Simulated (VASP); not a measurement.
# MoH4 (P1) in VASP: relaxation of cell and atoms with PBE

Aim: the relaxation of cell and atoms of MoH4 with PBE.

Program: VASP 6.6.1. These are calculated values, not measurements. Logs are shortened: lines on timing, memory, paths and dates and some standing lists are left out, and cuts for length are marked.

### 1 The cell of the first run

The typed cell holds 10 atoms: a = 2.745 Å, b = 2.706 Å, c = 11.856 Å, α = 90.55°, β = 88.80°, γ = 89.56°.

### 2 Relaxation of cell and atoms, PBE

Input file INCAR:

```
SYSTEM = MoH4
  PREC = Accurate
  ENCUT = 600
  EDIFF = 1E-7
  ISMEAR = 0
  SIGMA = 0.2
  LREAL = .False.
  LASPH = .True.
  NELM = 60
  ALGO = Normal
  ISIF = 3
  LWAVE = .False.
  LCHARG = .False.
  GGA = PE
  IBRION = 2
  NSW = 80
  EDIFFG = -0.025
```

Input file KPOINTS:

```
regular mesh
0
Gamma
  8 8 2
  0 0 0
```

Input file POSCAR:

```
MoH4
1.0
    2.7452332618      0.0105821834      0.0290624399
    0.0105821834      2.7061943150     -0.0132061240
    0.1236170584     -0.0561722349     11.8548635290
H Mo
8 2
Direct
    0.5117235157      0.0005370311      0.1148186272
    0.4814233649      0.0044907267      0.6048547027
   -0.0126943334      0.4769356181      0.3826863827
    0.0115400955      0.4929058977      0.9066633284
    0.5005852516      0.0350173078      0.3930661768
    0.5130172519     -0.0011213135      0.8966280429
   -0.0057686354      0.4921338308      0.1040393436
    0.0116804814      0.5140800766      0.6033651002
   -0.0069143406     -0.0111365648     -0.0049086967
   -0.0045926516     -0.0038426105      0.4987869921
```

Potentials or basis: VASP PAW PBE potentials, release 64 (H, Mo_sv).

Command:

```bash
cat potpaw_PBE.64/H/POTCAR potpaw_PBE.64/Mo_sv/POTCAR > POTCAR
mpirun -np 1 vasp_std > vasp.out
```

OUTCAR:

```text
SYSTEM = MoH4
   PREC = Accurate
   ENCUT = 600
   EDIFF = 1E-7
   ISMEAR = 0
   LREAL = .False.
   LASPH = .True.
   NELM = 60
   ISIF = 3
   GGA = PE
   IBRION = 2
   NSW = 80
   EDIFFG = -0.025

 ion  position               nearest neighbor table
   1  0.512  0.001  0.115-   9 1.92   9 2.03
   2  0.481  0.004  0.605-  10 1.85  10 1.87
   3  0.987  0.477  0.383-  10 1.90  10 1.96
   4  0.012  0.493  0.907-   9 1.69   9 1.73
   5  0.501  0.035  0.393-  10 1.85  10 1.87
   6  0.513  0.999  0.897-   9 1.78   9 1.83
   7  0.994  0.492  0.104-   9 1.87   9 1.87
   8  0.012  0.514  0.603-  10 1.81  10 1.86
   9  0.993  0.989  0.995-   4 1.69   4 1.73   6 1.78   6 1.83   7 1.87   7 1.87   1 1.92   1 2.03

  10  0.995  0.996  0.499-   8 1.81   2 1.85   5 1.85   8 1.86   2 1.87   5 1.87   3 1.90   3 1.96

  LATTYP: Found a triclinic cell.
 ALAT       =     2.7062472272
 B/A-ratio  =     1.4299646309
 C/A-ratio  =     4.5754532227
 COS(alpha) =     0.0033921753
 COS(beta)  =     0.2076781340
 COS(gamma) =     0.7047897461

  Lattice vectors:

 A1 = (  -0.0105821834,  -2.7061943150,   0.0132061240)
 A2 = (  -2.7558154452,  -2.7167764984,  -0.0158563159)
 A3 = (   2.6110340200,  -2.6394398967, -11.8125949651)

Analysis of symmetry for initial positions (statically):
=====================================================================
 Subroutine PRICEL returns:
 Original cell was already a primitive cell.

 Routine SETGRP: Setting up the symmetry group for a
 triclinic supercell.

 Subroutine GETGRP returns: Found  1 space group operations
 (whereof  1 operations were pure point group operations)
 out of a pool of  2 trial point group operations.

The static configuration has the point symmetry C_1 .

Analysis of symmetry for dynamics (positions and initial velocities):
=====================================================================
 Subroutine PRICEL returns:
 Original cell was already a primitive cell.

 Routine SETGRP: Setting up the symmetry group for a
 triclinic supercell.

 Subroutine GETGRP returns: Found  1 space group operations
 (whereof  1 operations were pure point group operations)
 out of a pool of  2 trial point group operations.

The dynamic configuration has the point symmetry C_1 .

 Subroutine INISYM returns: Found  1 space group operations
 (whereof  1 operations are pure point group operations),
 and found     1 'primitive' translations

----------------------------------------------------------------------------------------

                                     Primitive cell

  volume of cell :      88.0583

  direct lattice vectors                    reciprocal lattice vectors
     2.745233262  0.010582183  0.029062440     0.364313623 -0.001443168 -0.003805733
     0.010582183  2.706194315 -0.013206124    -0.001443168  0.369536876  0.001766036
     0.123617058 -0.056172235 11.854863529    -0.000894730  0.000415196  0.084364862

  length of vectors
     2.745407487  2.706247227 11.855641096     0.364336359  0.369543914  0.084370628

  position of ions in fractional coordinates (direct lattice)
     0.511723516  0.000537031  0.114818627
     0.481423365  0.004490727  0.604854703
     0.987305667  0.476935618  0.382686383
     0.011540096  0.492905898  0.906663328
     0.500585252  0.035017308  0.393066177
     0.513017252  0.998878686  0.896628043
     0.994231365  0.492133831  0.104039344
     0.011680481  0.514080077  0.603365100
     0.993085659  0.988863435  0.995091303
     0.995407348  0.996157389  0.498786992

  ion indices of the primitive-cell ions
   primitive index   ion index
                 1           1
                 2           2
                 3           3
                 4           4
                 5           5
                 6           6
                 7           7
                 8           8
                 9           9
                10          10

----------------------------------------------------------------------------------------

 KPOINTS: regular mesh

Automatic generation of k-mesh.
 Grid dimensions read from file:
 generate k-points for:    8    8    2

 Generating k-lattice:

  Cartesian coordinates                     Fractional coordinates (reciprocal lattice)
     0.045539203 -0.000180396 -0.000475717     0.125000000  0.000000000  0.000000000
    -0.000180396  0.046192110  0.000220754     0.000000000  0.125000000  0.000000000
    -0.000447365  0.000207598  0.042182431     0.000000000 -0.000000000  0.500000000

  Length of vectors
     0.045542045  0.046192989  0.042185314

  Shift w.r.t. Gamma in fractional coordinates (k-lattice)
     0.000000000  0.000000000  0.000000000

 Subroutine IBZKPT returns following result:
 ===========================================

 Found     68 irreducible k-points:

 Following reciprocal coordinates:
            Coordinates               Weight
  0.000000  0.000000  0.000000      1.000000
  0.125000  0.000000  0.000000      2.000000
  0.250000  0.000000  0.000000      2.000000
  0.375000  0.000000  0.000000      2.000000
  0.500000  0.000000  0.000000      1.000000
 -0.000000  0.125000  0.000000      2.000000
[... 16 lines left out ...]
  0.125000  0.375000  0.000000      2.000000
  0.250000  0.375000  0.000000      2.000000
 [... further k-points ...]
   k-points           NKPTS =     68   k-points in BZ     NKDIM =     68   number of bands    NBANDS=     24
   number of dos      NEDOS =    301   number of ions     NIONS =     10
   total plane-waves  NPLWV =  55296
   dimension x,y,z NGX =    24 NGY =   24 NGZ =   96
   dimension x,y,z NGXF=    48 NGYF=   48 NGZF=  192
   ions per type =               8   2
   NGX,Y,Z   is equivalent  to a cutoff of  14.53, 14.74, 13.46 a.u.
   NGXF,Y,Z  is equivalent  to a cutoff of  29.07, 29.49, 26.92 a.u.
 SYSTEM =  MoH4
   PREC   = accura    normal or accurate (medium, high low for compatibility)
   ISTART =      0    job   : 0-new  1-cont  2-samecut
   ICHARG =      2    charge: 1-file 2-atom 10-const
   ISPIN  =      1    spin polarized calculation?
   LNONCOLLINEAR =      F non collinear calculations
   LSORBIT =      F    spin-orbit coupling
   LASPH  =      T    aspherical Exc in radial PAW
   ENCUT  =  600.0 eV  44.10 Ry    6.64 a.u.   5.48  5.41 23.68*2*pi/ulx,y,z
   NELM   =     60;   NELMIN=  2; NELMDL= -5     # of ELM steps
   EDIFF  = 0.1E-06   stopping-criterion for ELM
   LREAL  =      F    real-space projection
   EDIFFG = -.3E-01   stopping-criterion for IOM
   NSW    =     80    number of steps for IOM
   IBRION =      2    ionic relax: 0-MD 1-quasi-New 2-CG
   NFREE  =      1    steps in history (QN), initial steepest desc. (CG)
   ISIF   =      3    stress and relaxation
   ISYM   =      2    0-nonsym 1-usesym 2-fastsym
   POTIM  = 0.5000    time-step for ionic-motion
   TEBEG  =    0.0;   TEEND  =   0.0 temperature during run
   PSTRESS=    0.0 pullay stress
   NELECT =      36.0000    total number of electrons
   NUPDOWN=      -1.0000    fix difference up-down
   EMIN   =  10.00;   EMAX   =-10.00  energy-range for DOS
   EFERMI =   0.00;   METHOD = LEGACY
   ISMEAR =     0;   SIGMA  =   0.20  broadening in eV -4-tet -1-fermi 0-gaus
   EFERMI_NEDOS =   21; number of points for ismear=-14 and -15
   IALGO  =     38    algorithm
   IMIX   =      4    mixing-type and parameters
     AMIX     =   0.40;   BMIX     =  1.00
     AMIX_MAG =   1.60;   BMIX_MAG =  1.00
  volume/ion in A,a.u.               =       8.81        59.42
  Fermi-wavevector in a.u.,A,eV,Ry     =   1.215026  2.296067 20.086126  1.476289
  Thomas-Fermi vector in A             =   2.350427
   LORBIT       =      0    0 simple, 1 ext, 2 COOP (PROOUT), +10 PAW based schemes
   GGA     = PE    functional components
   LHFCALC =     F    Hartree Fock is set to
   AEXX    =    0.0000 exact exchange contribution
   IVDW    =     0    specifies the selected vdW correction
   LEPSILON=     F    determine dielectric tensor
   LRPA    =     F    only Hartree local field effects (RPA)
 conjugate gradient relaxation of ions
 non-spin polarized calculation
 Gauss-broadening in eV      SIGMA  =   0.20
  energy-cutoff  :      600.00
  volume of cell :       88.06
 maximum number of plane-waves:      2971
 NGX is ok and might be reduce to    24
   NGX = 11   NGY = 11   NGZ = 47

--------------------------------------- Ionic step        1  -------------------------------------------

 number of electron      36.0000000 magnetization

 Free energy of the ion-electron system (eV)
  ---------------------------------------------------
  ext. energy  EPLUGINS =         0.00000000
  ---------------------------------------------------
  free energy    TOTEN  =       -45.93136501 eV

  energy without entropy =      -45.89946493  energy(sigma->0) =      -45.91541497

------------------------ aborting loop because EDIFF is reached ----------------------------------------

  FORCE on cell =-STRESS in cart. coord.  units (eV):
  Direction    XX          YY          ZZ          XY          YZ          ZX
  --------------------------------------------------------------------------------------
  -------------------------------------------------------------------------------------
  Total        2.5972052      6.0809683      1.6434644     -0.0982473     -0.0580163     -0.3911219
  in kB       47.2548908    110.6402739     29.9020379     -1.7875613     -1.0555787     -7.1162741
  external PRESSURE =      62.5990675 kB  Pullay stress =       0.0000000 kB
[... 113 lines left out ...]
  FREE ENERGIE OF THE ION-ELECTRON SYSTEM (eV)
  ---------------------------------------------------
  free  energy   TOTEN  =       -46.3009436356 eV

  energy  without entropy=      -46.2652000758  energy(sigma->0) =      -46.28307186

[... ionic steps 4 to 13 ...]

--------------------------------------- Ionic step       14  -------------------------------------------

 number of electron      36.0000002 magnetization

------------------------ aborting loop because EDIFF is reached ----------------------------------------

  FORCE on cell =-STRESS in cart. coord.  units (eV):
  Direction    XX          YY          ZZ          XY          YZ          ZX
  --------------------------------------------------------------------------------------
  -------------------------------------------------------------------------------------
  Total        0.0703114      0.0472446     -0.0240313      0.0110021     -0.0062082      0.0374318
  in kB        1.2313420      0.8273805     -0.4208528      0.1926769     -0.1087223      0.6555311
  external PRESSURE =       0.5459565 kB  Pullay stress =       0.0000000 kB
[... 73 lines left out ...]
  energy  without entropy=      -46.3630241211  energy(sigma->0) =      -46.38223977

--------------------------------------- Ionic step       16  -------------------------------------------

 number of electron      36.0000002 magnetization

 Free energy of the ion-electron system (eV)
  ---------------------------------------------------
  ext. energy  EPLUGINS =         0.00000000
  ---------------------------------------------------
  free energy    TOTEN  =       -46.40175814 eV

  energy without entropy =      -46.36323660  energy(sigma->0) =      -46.38249737

 E-fermi :   2.0735     XC(G=0):  -8.9191

 val. band max:        2.0670315599   @ k =   0.5000   0.1250   0.5000
 cond. band min:       2.0739643781   @ k =   0.2500   0.5000   0.0000
 fundamental gap:      0.0069328183
 Fermi energy:         2.0735052073

 k-point     1 :       0.0000    0.0000    0.0000
  band No.  band energies     occupation
      1     -58.9762      2.00000
      2     -58.9755      2.00000
      3     -33.0037      2.00000
      4     -33.0032      2.00000
      5     -32.6755      2.00000
      6     -32.6750      2.00000
[... 637 lines left out ...]
     23       6.4824      0.00000
     24       6.6605      0.00000

 [... further k-points ...]

------------------------ aborting loop because EDIFF is reached ----------------------------------------

  FORCE on cell =-STRESS in cart. coord.  units (eV):
  Direction    XX          YY          ZZ          XY          YZ          ZX
  --------------------------------------------------------------------------------------
  -------------------------------------------------------------------------------------
  Total        0.0535263     -0.0313272     -0.0373366      0.0135178     -0.0161489     -0.0323935
  in kB        0.9371528     -0.5484854     -0.6536997      0.2366726     -0.2827387     -0.5671546
  external PRESSURE =      -0.0883441 kB  Pullay stress =       0.0000000 kB
[... 25 lines left out ...]
  FREE ENERGIE OF THE ION-ELECTRON SYSTEM (eV)
  ---------------------------------------------------
  free  energy   TOTEN  =       -46.4017581435 eV

  energy  without entropy=      -46.3632366031  energy(sigma->0) =      -46.38249737

 reached required accuracy - stopping structural energy minimisation
```

Wall time 36 min (1 thread of Intel Xeon 8259CL, shared host); peak memory 0.34 GiB.

Results:

- Free energy: -46.4018 eV
- Relaxed volume: 9.15 Å³/atom
- Relaxed cell: a = 2.781 Å, b = 2.797 Å, c = 11.765 Å, α = 90.22°, β = 89.50°, γ = 90.05°
- Space group after relaxing (to 0.1 Å): C2/m (No. 12)
- Energy gained by relaxing: 47.0 meV/atom
- Ionic steps: 16
- Pressure after relaxing: 0.0 GPa
- Largest force after relaxing: 0.024 eV/Å
- Band gap on the k mesh: zero (bands 18 and 19 overlap by 1.18 eV)

Forces in eV/Å, atoms in the order of the input:
```
H   -0.016 -0.010  0.010
H   -0.006 -0.013 -0.002
H   -0.003  0.006  0.003
H    0.000 -0.003  0.006
H    0.010  0.000 -0.008
H    0.004  0.006 -0.005
H    0.006  0.008 -0.002
H    0.000  0.011 -0.013
Mo   0.006 -0.001 -0.012
Mo  -0.001 -0.004  0.023
```

Step by step:
```tsv
step	energy change (eV)	largest force (eV/Å)	pressure (GPa)	volume (Å³)
1	0.0000	3.6288	6.26	88.06
2	-0.2673	2.4974	-1.38	92.50
3	-0.3696	0.5425	0.73	90.89
4	-0.4242	0.4014	-0.36	91.69
5	-0.4423	0.3265	-1.35	92.51
6	-0.4605	0.1197	-0.02	91.73
7	-0.4607	0.1205	0.18	91.62
8	-0.4646	0.0817	0.11	91.65
9	-0.4649	0.0989	0.08	91.66
10	-0.4667	0.0734	-0.12	91.75
11	-0.4670	0.0927	-0.24	91.80
12	-0.4685	0.0736	-0.15	91.70
13	-0.4693	0.0766	-0.01	91.55
14	-0.4700	0.0414	0.05	91.49
15	-0.4701	0.0623	0.10	91.44
16	-0.4704	0.0235	-0.01	91.51
```

Final structure:
```yaml
crystal:
  lattice:
    - [2.78134, -0.00104, 0.01206]
    - [-0.00125, 2.79664, -0.00496]
    - [0.05240, -0.02417, 11.76486]
  atoms:
    - { symbol: H, position: [0.50280, 0.99858, 0.10981] }
    - { symbol: H, position: [0.49115, 0.01039, 0.60309] }
    - { symbol: H, position: [0.99991, 0.50147, 0.39082] }
    - { symbol: H, position: [0.00795, 0.49257, 0.89766] }
    - { symbol: H, position: [0.49828, 0.00432, 0.39013] }
    - { symbol: H, position: [0.50973, 0.99190, 0.89696] }
    - { symbol: H, position: [0.99894, 0.49545, 0.10914] }
    - { symbol: H, position: [0.99159, 0.50464, 0.60241] }
    - { symbol: Mo, position: [0.00424, 0.99480, 0.00342] }
    - { symbol: Mo, position: [0.99540, 0.00589, 0.49654] }
```
